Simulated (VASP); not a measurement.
# Au3C in VASP: a series of runs

Runs on Au3C. Level: PBE. Tasks: single point.

All numbers are computed with VASP 6.6.1; they aren't measurements. Logs are shortened: lines on timing, memory, paths and dates and some standing lists are left out, and cuts for length are marked.

## Step 1: The cell of the first run

The cell holds a slab with vacuum, 4 atoms: a = 2.940 Å, b = 2.940 Å, c = 21.897 Å, α = 90.00°, β = 90.00°, γ = 120.00°.

## Step 2: Single point, PBE

INCAR

```
  PREC = Accurate
  ENCUT = 520
  EDIFF = 1E-6
  ISMEAR = 0
  SIGMA = 0.1
  LREAL = F
  LASPH = T
  NELM = 80
  ALGO = Normal
  ISIF = 2
  LWAVE = F
  LCHARG = F
  LDIPOL = T
  IDIPOL = 3
  DIPOL = 0.5 0.5 0.353
  GGA = PE
  NBANDS = 26
```

KPOINTS

```
Automatic mesh
0
Gamma
  9 9 1
```

POSCAR

```
Au3C
1.0
    2.9402049748      0.0000000000      0.0000000000
   -1.4701024874      2.5462922005      0.0000000000
    0.0000000000      0.0000000000     21.8974947720
Au C
3 1
Direct
    0.6666666667      0.3333333333      0.1826692981
    0.3333333333      0.6666666667      0.2945190844
    0.0000000000      0.0000000000      0.4063247812
    0.0000000000      0.0000000000      0.5282565377
```

Potentials or basis: VASP PAW PBE potentials, release 64 (Au, C).

On the command line:

```
$ cat potpaw_PBE.64/Au/POTCAR potpaw_PBE.64/C/POTCAR > POTCAR
$ mpirun -np 1 vasp_std > vasp.out
```

OUTCAR:

```text
PREC = Accurate
   ENCUT = 520
   EDIFF = 1E-6
   ISMEAR = 0
   LREAL = F
   LASPH = T
   NELM = 80
   ISIF = 2
   GGA = PE

 ion  position               nearest neighbor table
   1  0.667  0.333  0.183-   2 2.98   2 2.98   2 2.98
   2  0.333  0.667  0.295-   3 2.98   3 2.98   3 2.98   1 2.98   1 2.98   1 2.98
   3  0.000  0.000  0.406-   4 2.67   2 2.98   2 2.98   2 2.98
   4  0.000  0.000  0.528-   3 2.67

  LATTYP: Found a hexagonal cell.
 ALAT       =     2.9402049748
 C/A-ratio  =     7.4476082313

  Lattice vectors:

 A1 = (   2.9402049748,   0.0000000000,   0.0000000000)
 A2 = (  -1.4701024874,   2.5462922005,   0.0000000000)
 A3 = (   0.0000000000,   0.0000000000,  21.8974947720)

Analysis of symmetry for initial positions (statically):
=====================================================================
 Subroutine PRICEL returns:
 Original cell was already a primitive cell.

 Routine SETGRP: Setting up the symmetry group for a
 hexagonal supercell.

 Subroutine GETGRP returns: Found  6 space group operations
 (whereof  6 operations were pure point group operations)
 out of a pool of 24 trial point group operations.

The static configuration has the point symmetry C_3v.

Analysis of symmetry for dynamics (positions and initial velocities):
=====================================================================
 Subroutine PRICEL returns:
 Original cell was already a primitive cell.

 Routine SETGRP: Setting up the symmetry group for a
 hexagonal supercell.

 Subroutine GETGRP returns: Found  6 space group operations
 (whereof  6 operations were pure point group operations)
 out of a pool of 24 trial point group operations.

The dynamic configuration has the point symmetry C_3v.

 Subroutine INISYM returns: Found  6 space group operations
 (whereof  6 operations are pure point group operations),
 and found     1 'primitive' translations

----------------------------------------------------------------------------------------

                                     Primitive cell

  volume of cell :     163.9382

  direct lattice vectors                    reciprocal lattice vectors
     2.940204975  0.000000000  0.000000000     0.340112342  0.196363952  0.000000000
    -1.470102487  2.546292200  0.000000000     0.000000000  0.392727904  0.000000000
     0.000000000  0.000000000 21.897494772     0.000000000  0.000000000  0.045667325

  length of vectors
     2.940204975  2.940204975 21.897494772     0.392727904  0.392727904  0.045667325

  position of ions in fractional coordinates (direct lattice)
     0.666666667  0.333333333  0.182669298
     0.333333333  0.666666667  0.294519084
     0.000000000  0.000000000  0.406324781
     0.000000000  0.000000000  0.528256538

  ion indices of the primitive-cell ions
   primitive index   ion index
                 1           1
                 2           2
                 3           3
                 4           4

----------------------------------------------------------------------------------------

 KPOINTS: Automatic mesh

Automatic generation of k-mesh.
 Grid dimensions read from file:
 generate k-points for:    9    9    1

 Generating k-lattice:

  Cartesian coordinates                     Fractional coordinates (reciprocal lattice)
     0.037790260  0.021818217  0.000000000     0.111111111  0.000000000  0.000000000
     0.000000000  0.043636434  0.000000000     0.000000000  0.111111111  0.000000000
     0.000000000  0.000000000  0.045667325     0.000000000  0.000000000  1.000000000

  Length of vectors
     0.043636434  0.043636434  0.045667325

  Shift w.r.t. Gamma in fractional coordinates (k-lattice)
     0.000000000  0.000000000  0.000000000

 Subroutine IBZKPT returns following result:
 ===========================================

 Found     12 irreducible k-points:

 Following reciprocal coordinates:
            Coordinates               Weight
  0.000000  0.000000  0.000000      1.000000
  0.111111  0.000000  0.000000      6.000000
  0.222222 -0.000000  0.000000      6.000000
  0.333333 -0.000000  0.000000      6.000000
  0.444444 -0.000000  0.000000      6.000000
  0.111111  0.111111  0.000000      6.000000
  0.222222  0.111111  0.000000     12.000000
  0.333333  0.111111  0.000000     12.000000
  0.444444  0.111111  0.000000      6.000000
  0.222222  0.222222  0.000000      6.000000
  0.333333  0.222222  0.000000     12.000000
  0.333333  0.333333  0.000000      2.000000
   k-points           NKPTS =     12   k-points in BZ     NKDIM =     12   number of bands    NBANDS=     26
   number of dos      NEDOS =    301   number of ions     NIONS =      4
   total plane-waves  NPLWV =  96768
   dimension x,y,z NGX =    24 NGY =   24 NGZ =  168
   dimension x,y,z NGXF=    48 NGYF=   48 NGZF=  336
   ions per type =               3   1
   NGX,Y,Z   is equivalent  to a cutoff of  13.57, 13.57, 12.75 a.u.
   NGXF,Y,Z  is equivalent  to a cutoff of  27.14, 27.14, 25.51 a.u.
 SYSTEM =  unknown system
   PREC   = accura    normal or accurate (medium, high low for compatibility)
   ISTART =      0    job   : 0-new  1-cont  2-samecut
   ICHARG =      2    charge: 1-file 2-atom 10-const
   ISPIN  =      1    spin polarized calculation?
   LNONCOLLINEAR =      F non collinear calculations
   LSORBIT =      F    spin-orbit coupling
   LASPH  =      T    aspherical Exc in radial PAW
   ENCUT  =  520.0 eV  38.22 Ry    6.18 a.u.   5.47  5.47 40.71*2*pi/ulx,y,z
   NELM   =     80;   NELMIN=  2; NELMDL= -5     # of ELM steps
   EDIFF  = 0.1E-05   stopping-criterion for ELM
   LREAL  =      F    real-space projection
   EDIFFG = 0.1E-04   stopping-criterion for IOM
   NSW    =      0    number of steps for IOM
   IBRION =     -1    ionic relax: 0-MD 1-quasi-New 2-CG
   NFREE  =      0    steps in history (QN), initial steepest desc. (CG)
   ISIF   =      2    stress and relaxation
   ISYM   =      2    0-nonsym 1-usesym 2-fastsym
   POTIM  = 0.5000    time-step for ionic-motion
   TEBEG  =    0.0;   TEEND  =   0.0 temperature during run
   PSTRESS=    0.0 pullay stress
   NELECT =      37.0000    total number of electrons
   NUPDOWN=      -1.0000    fix difference up-down
   EMIN   =  10.00;   EMAX   =-10.00  energy-range for DOS
   EFERMI =   0.00;   METHOD = LEGACY
   ISMEAR =     0;   SIGMA  =   0.10  broadening in eV -4-tet -1-fermi 0-gaus
   EFERMI_NEDOS =   21; number of points for ismear=-14 and -15
   IALGO  =     38    algorithm
   IMIX   =      4    mixing-type and parameters
     AMIX     =   0.40;   BMIX     =  1.00
     AMIX_MAG =   1.60;   BMIX_MAG =  1.00
  volume/ion in A,a.u.               =      40.98       276.58
  Fermi-wavevector in a.u.,A,eV,Ry     =   0.996740  1.883566 13.517266  0.993491
  Thomas-Fermi vector in A             =   2.128849
   LORBIT       =      0    0 simple, 1 ext, 2 COOP (PROOUT), +10 PAW based schemes
   GGA     = PE    functional components
   LHFCALC =     F    Hartree Fock is set to
   AEXX    =    0.0000 exact exchange contribution
   IVDW    =     0    specifies the selected vdW correction
   LEPSILON=     F    determine dielectric tensor
   LRPA    =     F    only Hartree local field effects (RPA)
 non-spin polarized calculation
 Gauss-broadening in eV      SIGMA  =   0.10
  energy-cutoff  :      520.00
  volume of cell :      163.94
 maximum number of plane-waves:      4481
 NGX is ok and might be reduce to    24

 dipolmoment           0.000000      0.000000     -0.000029 electrons x Angstroem

 number of electron      36.9999996 magnetization

 dipolmoment           0.000000      0.000000      0.037570 electrons x Angstroem

 Free energy of the ion-electron system (eV)
  ---------------------------------------------------
  ext. energy  EPLUGINS =         0.00000000
  ---------------------------------------------------
  free energy    TOTEN  =       -12.12587743 eV

  energy without entropy =      -12.11904439  energy(sigma->0) =      -12.12246091

 E-fermi :  -0.5349     XC(G=0):  -5.7685

 val. band max:       -0.7351132588   @ k =   0.3333   0.1111   0.0000
 cond. band min:      -0.4897606882   @ k =   0.3333  -0.0000   0.0000
 fundamental gap:      0.2453525705
 Fermi energy:        -0.5348574495

 k-point     1 :       0.0000    0.0000    0.0000
  band No.  band energies     occupation
      1     -10.4907      2.00000
      2      -8.7121      2.00000
      3      -7.3018      2.00000
      4      -6.8915      2.00000
      5      -4.7603      2.00000
      6      -4.4921      2.00000
[... 18 lines left out ...]
     25       5.4650      0.00000
     26       5.8449      0.00000

 k-point     2 :       0.1111    0.0000    0.0000
  band No.  band energies     occupation
      1     -10.3115      2.00000
      2      -8.3621      2.00000
      3      -6.9528      2.00000
      4      -6.5800      2.00000
      5      -4.7986      2.00000
      6      -4.6750      2.00000
[... 18 lines left out ...]
     25       5.7363      0.00000
     26       6.1076      0.00000

 k-point     3 :       0.2222   -0.0000    0.0000
  band No.  band energies     occupation
      1      -9.8095      2.00000
      2      -7.4578      2.00000
      3      -6.2186      2.00000
      4      -5.9400      2.00000
      5      -5.1834      2.00000
      6      -4.8851      2.00000
[... 18 lines left out ...]
     25       6.5352      0.00000
     26       6.8922      0.00000

 k-point     4 :       0.3333   -0.0000    0.0000
  band No.  band energies     occupation
      1      -9.1093      2.00000
      2      -6.6653      2.00000
      3      -6.1347      2.00000
      4      -5.8729      2.00000
      5      -5.6106      2.00000
      6      -4.8085      2.00000
[... 18 lines left out ...]
     25       7.0562      0.00000
     26       7.7159      0.00000

 k-point     5 :       0.4444   -0.0000    0.0000
  band No.  band energies     occupation
      1      -8.5158      2.00000
      2      -6.5197      2.00000
      3      -6.3064      2.00000
      4      -6.0155      2.00000
      5      -5.8881      2.00000
      6      -4.9675      2.00000
[... 18 lines left out ...]
     25       5.9526      0.00000
     26       7.5176      0.00000

 k-point     6 :       0.1111    0.1111    0.0000
  band No.  band energies     occupation
      1      -9.9704      2.00000
      2      -7.7180      2.00000
      3      -6.3504      2.00000
      4      -6.0520      2.00000
      5      -5.0566      2.00000
      6      -4.8253      2.00000
[... 18 lines left out ...]
     25       6.2727      0.00000
     26       6.6335      0.00000

 k-point     7 :       0.2222    0.1111    0.0000
  band No.  band energies     occupation
      1      -9.3629      2.00000
      2      -6.7527      2.00000
      3      -5.8602      2.00000
      4      -5.6316      2.00000
      5      -5.2424      2.00000
      6      -5.0216      2.00000
[... 18 lines left out ...]
     25       7.2986      0.00000
     26       7.6088      0.00000

 k-point     8 :       0.3333    0.1111    0.0000
  band No.  band energies     occupation
      1      -8.6864      2.00000
      2      -6.3017      2.00000
      3      -6.0316      2.00000
      4      -5.8370      2.00000
      5      -5.5495      2.00000
      6      -4.9147      2.00000
[... 18 lines left out ...]
     25       6.6013      0.00000
     26       7.9356      0.00000

 k-point     9 :       0.4444    0.1111    0.0000
  band No.  band energies     occupation
      1      -8.3544      2.00000
      2      -6.2866      2.00000
      3      -6.1388      2.00000
      4      -5.9246      2.00000
      5      -5.6746      2.00000
      6      -4.9724      2.00000
[... 18 lines left out ...]
     25       5.0572      0.00000
     26       8.1364      0.00000

 k-point    10 :       0.2222    0.2222    0.0000
  band No.  band energies     occupation
      1      -8.7587      2.00000
      2      -5.9971      2.00000
      3      -5.7514      2.00000
      4      -5.4001      2.00000
      5      -5.1644      2.00000
      6      -4.8247      2.00000
[... 18 lines left out ...]
     25       6.8516      0.00000
     26       7.9486      0.00000

 k-point    11 :       0.3333    0.2222    0.0000
  band No.  band energies     occupation
      1      -8.2759      2.00000
      2      -5.7950      2.00000
      3      -5.7566      2.00000
      4      -5.5032      2.00000
      5      -5.1255      2.00000
      6      -4.9253      2.00000
[... 18 lines left out ...]
     25       5.9791      0.00000
     26       7.1965      0.00000

 k-point    12 :       0.3333    0.3333    0.0000
  band No.  band energies     occupation
      1      -8.1033      2.00000
      2      -5.5208      2.00000
      3      -5.4760      2.00000
      4      -5.4240      2.00000
      5      -4.9875      2.00000
      6      -4.9746      2.00000
[... 18 lines left out ...]
     25       5.2507      0.00000
     26       6.8747      0.00000

------------------------ aborting loop because EDIFF is reached ----------------------------------------

 vacuum level on the upper side and lower side of the slab       (xc-potential included)         0.192        -0.697

  FORCE on cell =-STRESS in cart. coord.  units (eV):
  Direction    XX          YY          ZZ          XY          YZ          ZX
  --------------------------------------------------------------------------------------
  -------------------------------------------------------------------------------------
  Total       -5.1169809     -5.1169809     -4.9699301      0.0000000      0.0000000     -0.0000000
  in kB      -50.0085310    -50.0085310    -48.5713953      0.0000000      0.0000000     -0.0000000
  external PRESSURE =     -49.5294858 kB  Pullay stress =       0.0000000 kB

 VOLUME and BASIS-vectors are now :
 -----------------------------------------------------------------------------
  energy-cutoff  :      520.00
  volume of cell :      163.94
      direct lattice vectors                 reciprocal lattice vectors
     2.940204975  0.000000000  0.000000000     0.340112342  0.196363952  0.000000000
    -1.470102487  2.546292200  0.000000000     0.000000000  0.392727904  0.000000000
     0.000000000  0.000000000 21.897494772     0.000000000  0.000000000  0.045667325

 POSITION                                       TOTAL-FORCE (eV/Angst)
 -----------------------------------------------------------------------------------
      1.47010      0.84876      4.00000         0.000000      0.000000      0.148474
     -0.00000      1.69753      6.44923        -0.000000      0.000000      0.043359
      0.00000      0.00000      8.89749         0.000000     -0.000000      1.342412
      0.00000      0.00000     11.56749        -0.000000     -0.000000     -1.534245
 -----------------------------------------------------------------------------------
    total drift:                               -0.000000      0.000000     -0.000309

  FREE ENERGIE OF THE ION-ELECTRON SYSTEM (eV)
  ---------------------------------------------------
  free  energy   TOTEN  =       -12.1258774253 eV

  energy  without entropy=      -12.1190443891  energy(sigma->0) =      -12.12246091

 vacuum level on the upper side and lower side of the slab         5.473         4.550
```

Run time: 74 s. Hardware: 1 thread of Intel Xeon Platinum 8259CL at 2.50GHz (Skylake/Cascade Lake), shared host; peak memory 0.31 GiB.

Results:

| Property | Result |
| --- | --- |
| Free energy | -12.1259 eV |
| Largest force | 1.534 eV/Å |
| Band gap on the k mesh | zero (an odd number of electrons rules out a gap without spin polarisation) |

Forces in eV/Å, atoms in the order of the input:
```
Au   0.000  0.000  0.148
Au   0.000  0.000  0.043
Au   0.000  0.000  1.342
C    0.000  0.000 -1.534
```

Levels at points of the mesh, in eV from the Fermi level:
```
           k point  band 15  band 16  band 17  band 18  band 19  band 20  band 21  band 22  band 23  band 24
```

Caveat: spin-orbit coupling is left out, which moves the levels of the heavy elements.

## Step 3: Single point, PBE

INCAR

```
SYSTEM = Au3C
  ALGO = Normal
  DIPOL = 0.5 0.5 0.367
  EDIFF = 1E-6
  ENCUT = 520
  GGA = PE
  IDIPOL = 3
  ISIF = 2
  ISMEAR = 0
  LASPH = .True.
  LCHARG = .False.
  LDIPOL = .True.
  LREAL = .False.
  LWAVE = .False.
  NBANDS = 26
  NELM = 100
  PREC = Accurate
  SIGMA = 0.1
```

KPOINTS

```
k-points
0
Gamma
  9 9 1
  0 0 0
```

Changes to POSCAR since step 2:

```diff
@@ -11,2 +11,2 @@
     0.0000000000      0.0000000000      0.4063247812
-    0.0000000000      0.0000000000      0.5282565377
+    0.0000000000      0.0000000000      0.5830573271
```

Potentials or basis: VASP PAW PBE potentials, release 64 (Au, C).

On the command line:

```
$ cat potpaw_PBE.64/Au/POTCAR potpaw_PBE.64/C/POTCAR > POTCAR
$ mpirun -np 1 vasp_std > vasp.out
```

It took 82 s on 1 thread of Intel Xeon Platinum 8259CL at 2.50GHz (Skylake/Cascade Lake), shared host; peak memory 0.3 GiB.

It converged, with:

- Free energy: -11.2868 eV
- Largest force: 0.165 eV/Å
- Band gap on the k mesh: zero (an odd number of electrons rules out a gap without spin polarisation)

Forces in eV/Å, atoms in the order of the input:
```
Au   0.000  0.000  0.148
Au   0.000  0.000  0.030
Au   0.000  0.000 -0.012
C    0.000  0.000 -0.165
```

Levels at points of the mesh, in eV from the Fermi level:
```
           k point  band 14  band 15  band 16  band 17  band 18  band 19  band 20  band 21  band 22  band 23
(0.00, 0.00, 0.00)    -2.70    -2.29    -2.29    -1.87    -1.87    -1.62    -0.73     0.85     2.66     2.66
```

Caveat: spin-orbit coupling is left out, which moves the levels of the heavy elements.

## Step 4: Single point, PBE

INCAR

```
SYSTEM = Au3C
PREC = Accurate
ENCUT = 520
EDIFF = 1E-6
ISMEAR = 0
SIGMA = 0.1
LREAL = .FALSE.
LASPH = .TRUE.
NELM = 80
ALGO = Normal
ISIF = 2
LWAVE = .FALSE.
LCHARG = .FALSE.
LDIPOL = .TRUE.
IDIPOL = 3
DIPOL = 0.5 0.5 0.340
GGA = PE
NBANDS = 26
```

KPOINTS

```
Automatic mesh
0
G
  9 9 1
  0 0 0
```

Changes to POSCAR since step 3:

```diff
@@ -11,2 +11,2 @@
     0.0000000000      0.0000000000      0.4063247812
-    0.0000000000      0.0000000000      0.5830573271
+    0.3333333333     -0.3333333333      0.4771091342
```

On the command line:

```
$ cat potpaw_PBE.64/Au/POTCAR potpaw_PBE.64/C/POTCAR > POTCAR
$ mpirun -np 1 vasp_std > vasp.out
```

Wall time 79 s (1 thread of Intel Xeon Platinum 8259CL at 2.50GHz (Skylake/Cascade Lake), shared host); peak memory 0.3 GiB.

It converged, with:

```
Free energy            : -13.5023 eV
Largest force          : 1.493 eV/Å
Band gap on the k mesh : zero (an odd number of electrons rules out a gap without spin polarisation)
```

Forces on the atoms (eV/Å):
```
Au   0.000  0.000  0.011
Au   0.000  0.000  0.026
Au   0.000  0.000  1.455
C    0.000  0.000 -1.493
```

Levels at points of the mesh, in eV from the Fermi level:
```
           k point  band 15  band 16  band 17  band 18  band 19  band 20  band 21  band 22  band 23  band 24
(0.00, 0.00, 0.00)    -2.66    -2.66    -1.96    -1.96    -1.38    -0.08     2.69     2.69     4.37     5.50
```

Caveat: spin-orbit coupling is left out, which moves the levels of the heavy elements.

## Step 5: Summary

```csv
cell,gap on the mesh (eV),largest force (eV/Å)
"as given, atomic positions A",none,1.53
"as given, atomic positions B",none,0.17
"as given, atomic positions C",none,1.49
```

Alike in all rows: task single point; level PBE; potentials or basis VASP PAW PBE potentials, release 64 (Au, C); no spin polarisation; k mesh 9 × 9 × 1; cutoff (eV) 520; smearing gaussian 0.1 eV.

Caveats: spin-orbit coupling is left out, which moves the levels of the heavy elements.

Total energies depend on the potentials used, so only differences within one code and one set of settings carry meaning.

The gap in the log of VASP goes by the Fermi energy; the results here count the filled bands.